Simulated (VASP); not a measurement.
# Ga2SbP3 (P6/mmm) in VASP: single point with PBE

Aim: the single point of Ga2SbP3 with PBE.

Program: VASP 6.6.1. These are calculated values, not measurements. Logs are shortened: lines on timing, memory, paths and dates and some standing lists are left out, and cuts for length are marked.

## (1) The cell of the first run

Symmetry: P6/mmm, No. 191, hexagonal system. The conventional cell has a = 6.250 Å, b = 6.250 Å, c = 3.520 Å, α = 90.00°, β = 90.00°, γ = 120.00°. Ga (site symmetry -6m2) has 6 P at 2.52 Å within 3.3 Å. Within 4.6 Å of Sb (site symmetry 6/mmm) lie 2 Sb at 3.52 Å and 12 P at 3.59 Å and 6 Ga at 3.61 Å. Within 3.3 Å of P (site symmetry mmm) lie 4 Ga at 2.52 Å and 4 P at 3.12 Å.

## (2) Single point, PBE

INCAR

```
  PREC = Accurate
  ENCUT = 520
  EDIFF = 1E-6
  ISMEAR = 0
  SIGMA = 0.1
  LREAL = False
  LASPH = True
  NELM = 100
  ALGO = Normal
  ISIF = 2
  LWAVE = False
  LCHARG = False
  GGA = PE
  NBANDS = 32
```

KPOINTS

```
Automatic mesh
0
Gamma
  6 6 10
```

POSCAR

```
Ga2SbP3
1.0
    6.2495197760      0.0000000000      0.0000000000
   -3.1247598880      5.4122428875      0.0000000000
    0.0000000000      0.0000000000      3.5199798417
Ga Sb P
2 1 3
Direct
    0.3333333333      0.6666666667      0.0000000000
    0.6666666667      0.3333333333      0.0000000000
    0.0000000000      0.0000000000      0.0000000000
    0.5000000000      0.0000000000      0.5000000000
    0.5000000000      0.5000000000      0.5000000000
    0.0000000000      0.5000000000      0.5000000000
```

Potentials or basis: VASP PAW PBE potentials, release 64 (Ga_d, Sb, P).

Started as:

```console
cat potpaw_PBE.64/Ga_d/POTCAR potpaw_PBE.64/Sb/POTCAR potpaw_PBE.64/P/POTCAR > POTCAR
mpirun -np 1 vasp_std > vasp.out
```

OUTCAR:

```text
PREC = Accurate
   ENCUT = 520
   EDIFF = 1E-6
   ISMEAR = 0
   LREAL = False
   LASPH = True
   NELM = 100
   ISIF = 2
   GGA = PE

 ion  position               nearest neighbor table
   1  0.333  0.667  0.000-   6 2.52   6 2.52   4 2.52   4 2.52   5 2.52   5 2.52
   2  0.667  0.333  0.000-   6 2.52   6 2.52   4 2.52   4 2.52   5 2.52   5 2.52
   3  0.000  0.000  0.000-
   4  0.500  0.000  0.500-   1 2.52   2 2.52   1 2.52   2 2.52
   5  0.500  0.500  0.500-   1 2.52   2 2.52   1 2.52   2 2.52
   6  0.000  0.500  0.500-   1 2.52   2 2.52   1 2.52   2 2.52

  LATTYP: Found a hexagonal cell.
 ALAT       =     6.2495197760
 C/A-ratio  =     0.5632400517

  Lattice vectors:

 A1 = (   6.2495197760,   0.0000000000,   0.0000000000)
 A2 = (  -3.1247598880,   5.4122428875,   0.0000000000)
 A3 = (   0.0000000000,   0.0000000000,   3.5199798417)

Analysis of symmetry for initial positions (statically):
=====================================================================
 Subroutine PRICEL returns:
 Original cell was already a primitive cell.

 Routine SETGRP: Setting up the symmetry group for a
 hexagonal supercell.

 Subroutine GETGRP returns: Found 24 space group operations
 (whereof 24 operations were pure point group operations)
 out of a pool of 24 trial point group operations.

The static configuration has the point symmetry D_6h.

Analysis of symmetry for dynamics (positions and initial velocities):
=====================================================================
 Subroutine PRICEL returns:
 Original cell was already a primitive cell.

 Routine SETGRP: Setting up the symmetry group for a
 hexagonal supercell.

 Subroutine GETGRP returns: Found 24 space group operations
 (whereof 24 operations were pure point group operations)
 out of a pool of 24 trial point group operations.

The dynamic configuration has the point symmetry D_6h.

 Subroutine INISYM returns: Found 24 space group operations
 (whereof 24 operations are pure point group operations),
 and found     1 'primitive' translations

----------------------------------------------------------------------------------------

                                     Primitive cell

  volume of cell :     119.0595

  direct lattice vectors                    reciprocal lattice vectors
     6.249519776  0.000000000  0.000000000     0.160012295  0.092383141  0.000000000
[... 95 lines left out ...]
   LREAL  =      F    real-space projection
   EDIFFG = 0.1E-04   stopping-criterion for IOM
   NSW    =      0    number of steps for IOM
   IBRION =     -1    ionic relax: 0-MD 1-quasi-New 2-CG
   NFREE  =      0    steps in history (QN), initial steepest desc. (CG)
   ISIF   =      2    stress and relaxation
   ISYM   =      2    0-nonsym 1-usesym 2-fastsym
   POTIM  = 0.5000    time-step for ionic-motion
   TEBEG  =    0.0;   TEEND  =   0.0 temperature during run
   PSTRESS=    0.0 pullay stress
   NELECT =      46.0000    total number of electrons
   NUPDOWN=      -1.0000    fix difference up-down
   EMIN   =  10.00;   EMAX   =-10.00  energy-range for DOS
   EFERMI =   0.00;   METHOD = LEGACY
   ISMEAR =     0;   SIGMA  =   0.10  broadening in eV -4-tet -1-fermi 0-gaus
   EFERMI_NEDOS =   21; number of points for ismear=-14 and -15
   IALGO  =     38    algorithm
   IMIX   =      4    mixing-type and parameters
     AMIX     =   0.40;   BMIX     =  1.00
     AMIX_MAG =   1.60;   BMIX_MAG =  1.00
  volume/ion in A,a.u.               =      19.84       133.91
  Fermi-wavevector in a.u.,A,eV,Ry     =   1.192356  2.253227 19.343589  1.421714
  Thomas-Fermi vector in A             =   2.328396
   LORBIT       =      0    0 simple, 1 ext, 2 COOP (PROOUT), +10 PAW based schemes
   GGA     = PE    functional components
   LHFCALC =     F    Hartree Fock is set to
   AEXX    =    0.0000 exact exchange contribution
   IVDW    =     0    specifies the selected vdW correction
   LEPSILON=     F    determine dielectric tensor
   LRPA    =     F    only Hartree local field effects (RPA)
 non-spin polarized calculation
 Gauss-broadening in eV      SIGMA  =   0.10
  energy-cutoff  :      520.00
  volume of cell :      119.06
 maximum number of plane-waves:      3247
 NGX is ok and might be reduce to    48
   NGX = 23   NGY = 23   NGZ = 13

 number of electron      46.0000019 magnetization

 Free energy of the ion-electron system (eV)
  ---------------------------------------------------
  ext. energy  EPLUGINS =         0.00000000
  ---------------------------------------------------
  free energy    TOTEN  =       -23.06021141 eV

  energy without entropy =      -23.04002082  energy(sigma->0) =      -23.05011612

 E-fermi :   6.5907     XC(G=0): -10.4814

 val. band max:        6.5642663145   @ k =   0.1667   0.1667   0.2000
 cond. band min:       6.5916887513   @ k =   0.3333   0.1667   0.4000
 fundamental gap:      0.0274224369
 Fermi energy:         6.5906603561

 k-point     1 :       0.0000    0.0000    0.0000
  band No.  band energies     occupation
      1      -8.3614      2.00000
      2      -8.3159      2.00000
      3      -8.3159      2.00000
      4      -8.3088      2.00000
      5      -8.2953      2.00000
      6      -8.2953      2.00000
[... 829 lines left out ...]
     31      12.0814      0.00000
     32      13.4675      0.00000

 [... further k-points ...]

------------------------ aborting loop because EDIFF is reached ----------------------------------------

  FORCE on cell =-STRESS in cart. coord.  units (eV):
  Direction    XX          YY          ZZ          XY          YZ          ZX
  --------------------------------------------------------------------------------------
  -------------------------------------------------------------------------------------
  Total       -0.0138282     -0.0138282      0.0033794      0.0000000      0.0000000     -0.0000000
  in kB       -0.1860848     -0.1860848      0.0454759      0.0000000      0.0000000     -0.0000000
  external PRESSURE =      -0.1088979 kB  Pullay stress =       0.0000000 kB

 VOLUME and BASIS-vectors are now :
 -----------------------------------------------------------------------------
  energy-cutoff  :      520.00
  volume of cell :      119.06
      direct lattice vectors                 reciprocal lattice vectors
     6.249519776  0.000000000  0.000000000     0.160012295  0.092383141  0.000000000
    -3.124759888  5.412242887  0.000000000     0.000000000  0.184766283  0.000000000
     0.000000000  0.000000000  3.519979842     0.000000000  0.000000000  0.284092536

 POSITION                                       TOTAL-FORCE (eV/Angst)
 -----------------------------------------------------------------------------------
     -0.00000      3.60816      0.00000         0.000000      0.000000      0.000000
      3.12476      1.80408      0.00000        -0.000000      0.000000      0.000000
      0.00000      0.00000      0.00000         0.000000      0.000000      0.000000
      3.12476      0.00000      1.75999         0.000000      0.000000      0.000000
      1.56238      2.70612      1.75999         0.000000      0.000000      0.000000
     -1.56238      2.70612      1.75999         0.000000      0.000000      0.000000
 -----------------------------------------------------------------------------------
    total drift:                               -0.000000      0.000000      0.000000

  FREE ENERGIE OF THE ION-ELECTRON SYSTEM (eV)
  ---------------------------------------------------
  free  energy   TOTEN  =       -23.0602114131 eV

  energy  without entropy=      -23.0400208234  energy(sigma->0) =      -23.05011612
```

OSZICAR:

```text
N       E                     dE             d eps       ncg     rms          rms(c)
DAV:   1     0.347258590717E+03    0.34726E+03   -0.20123E+04  2856   0.185E+03
DAV:   2     0.202612744554E+02   -0.32700E+03   -0.31216E+03  3032   0.488E+02
DAV:   3    -0.219532201469E+02   -0.42214E+02   -0.40406E+02  3200   0.127E+02
DAV:   4    -0.238930950398E+02   -0.19399E+01   -0.19152E+01  3416   0.288E+01
DAV:   5    -0.239508328286E+02   -0.57738E-01   -0.57688E-01  3400   0.481E+00    0.690E+00
DAV:   6    -0.231421633754E+02    0.80867E+00   -0.31149E+00  3376   0.986E+00    0.387E+00
DAV:   7    -0.230740278233E+02    0.68136E-01   -0.47174E-01  3136   0.298E+00    0.251E+00
DAV:   8    -0.230604261179E+02    0.13602E-01   -0.60636E-02  3664   0.117E+00    0.286E-01
DAV:   9    -0.230602159280E+02    0.21019E-03   -0.49508E-03  3536   0.353E-01    0.121E-01
DAV:  10    -0.230602109148E+02    0.50132E-05   -0.49842E-04  3448   0.124E-01    0.488E-02
DAV:  11    -0.230602114126E+02   -0.49781E-06   -0.55514E-05  3328   0.384E-02    0.146E-02
DAV:  12    -0.230602114131E+02   -0.55934E-09   -0.83387E-06  3032   0.171E-02
   1 F= -.23060211E+02 E0= -.23050116E+02  d E =-.201906E-01
```

Wall time 2 min (1 thread of Intel Xeon Platinum 8259CL at 2.50GHz (Skylake/Cascade Lake), shared host); peak memory 0.33 GiB.

What came out:

| Quantity | Value |
| --- | --- |
| Free energy | -23.0602 eV |
| Pressure | 0.0 GPa |
| Band gap on the k mesh | zero (band 23 reaches 7.35 eV, above the bottom of band 24 at 4.94 eV) |

Levels at points of the mesh, in eV from the Fermi level:
| k point | band 19 | band 20 | band 21 | band 22 | band 23 | band 24 | band 25 | band 26 | band 27 | band 28 |
| --- | --- | --- | --- | --- | --- | --- | --- | --- | --- | --- |
| (0.00, 0.00, 0.00) | -0.45 | 0.00 | 0.00 | 0.45 | 0.45 | 0.98 | 2.59 | 2.59 | 2.67 | 3.00 |
| (0.50, 0.00, 0.00) | -1.88 | -1.70 | -1.14 | -0.96 | 0.42 | 0.86 | 0.99 | 1.85 | 1.96 | 2.61 |
| (0.00, 0.00, 0.50) | -4.47 | -2.91 | -2.91 | -2.72 | -1.65 | -1.65 | 1.64 | 1.83 | 1.83 | 4.13 |
| (0.50, 0.00, 0.50) | -3.13 | -2.21 | -1.38 | -1.24 | -1.04 | 0.00 | 0.07 | 0.20 | 1.27 | 1.83 |

Caveat: spin-orbit coupling is left out, which moves the levels of the heavy elements.
